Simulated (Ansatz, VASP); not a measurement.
# Two plane-wave programs on Ca

```
CELL_PARAMETERS angstrom
0.00000 2.87758 2.87758
2.87758 0.00000 2.87758
2.87758 2.87758 0.00000
ATOMIC_POSITIONS crystal
Ca 0.00000 0.00000 0.00000
```

Alike in both runs: task single point; functional BLYP; k mesh 16 × 16 × 16; occupations fermi-dirac, width 0.1 eV; no spin polarisation.

|  | VASP | Ansatz |
| --- | --- | --- |
| version | VASP 6.6.1 | Ansatz 0.2.0 |
| potentials or method | VASP PAW PBE potentials, release 64 (Ca_sv), cutoff 520 eV | plane waves (420 eV) with PAW, scalar-relativistic |
| valence electrons in the cell | 10 | 10 |

|  | VASP | Ansatz | Ansatz less VASP |
| --- | --- | --- | --- |
| pressure (GPa) | -1.5 | -1.5 | -0.01 |

VASP's potentials were made for PBE, not for BLYP.
